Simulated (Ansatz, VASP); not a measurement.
TaN in VASP and in Ansatz

```
CELL_PARAMETERS angstrom
5.45961 0.00000 0.00000
-2.72981 4.72816 0.00000
0.00000 0.00000 2.76484
ATOMIC_POSITIONS crystal
Ta 0.33333 0.66667 0.50000
Ta 0.66667 0.33333 0.50000
Ta 0.00000 0.00000 0.00000
N 0.39241 0.00000 0.00000
N 0.60759 0.60759 0.00000
N 0.00000 0.39241 0.00000
```

Change from the starting cell: strain +0.050 along x and y, -0.050 along z, atoms carried along.

Alike in both runs: task single point; functional r2SCAN; k mesh 12 × 12 × 16; occupations gaussian, width 0.15 eV; no spin polarisation.

```csv
,VASP,Ansatz
version,VASP 6.6.1,Ansatz 0.2.0
potentials or method,"VASP PAW PBE potentials, release 64 (Ta_pv, N), cutoff 660 eV","scalar-relativistic, plane waves, PAW"
valence electrons in the cell,48,54
```

VASP gave:

* gap on the k mesh at the Fermi level (eV): none
* pressure (GPa): -9.3
* traceless stress, the component that is largest in VASP (GPa): 33.22
* rms of the force components (eV/Å): 0.168

Q: Which values does Ansatz return?

A: gap on the k mesh at the Fermi level (eV): none; pressure (GPa): -10.6; traceless stress, the component that is largest in VASP (GPa): 33.16; rms of the force components (eV/Å): 0.160.

VASP's potentials were made for PBE, not for r2SCAN. Atom by atom the forces differ by 0.008 eV/Å (rms over components). A gap of «none» marks a metal or a gap that the smearing closes. VASP's potentials hold 48 valence electrons a cell and Ansatz's 54, so a difference there can come from the potentials and not from the codes.

Neither program's run includes spin-orbit coupling.
